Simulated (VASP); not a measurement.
Runs of VASP 6.6.1 on NaF (Villiaumite). The structure is that of space group Fm-3m (No. 225), or close to it. The cells are those of the table. 

```csv
task,cell,k mesh,cutoff (eV),smearing,gap on the mesh (eV),pressure (GPa)
single point,"a = 3.312 Å, angles 60.0°, 2 atoms",8 × 8 × 8,520,gaussian 0.02 eV,6.99,(c)
single point,"a = 3.216 Å, angles 60.0°, 2 atoms",8 × 8 × 8,520,gaussian 0.02 eV,7.50,1.1
single point,"a = 3.281 Å, angles 60.0°, 2 atoms",6 × 6 × 6,520,gaussian 0.1 eV,7.15,-2.0
single point,"a = 3.249 Å, angles 60.0°, 2 atoms",8 × 8 × 8,520,gaussian 0.02 eV,7.32,-0.9
relaxation of cell and atoms,"relaxed from a = 3.281 Å, angles 60.0°, 2 atoms",8 × 8 × 8,600,gaussian 0.02 eV,7.41,0.0
single point,"a = 3.281 Å, angles 60.0°, 2 atoms",8 × 8 × 8,520,gaussian 0.02 eV,7.15,-2.0
single point,"a = 3.182 Å, angles 60.0°, 2 atoms",8 × 8 × 8,520,gaussian 0.02 eV,(a),(b)
```

Alike in all rows: level r2SCAN; potentials or basis VASP PAW PBE potentials, release 64 (Na_pv, F); no spin polarisation.

Task: Estimate the missing entries.

Result: (a) 7.70; (b) 3.2; (c) -3.3.

Caveats: the PAW data sets were made with another functional, which shifts forces and pressure a little.

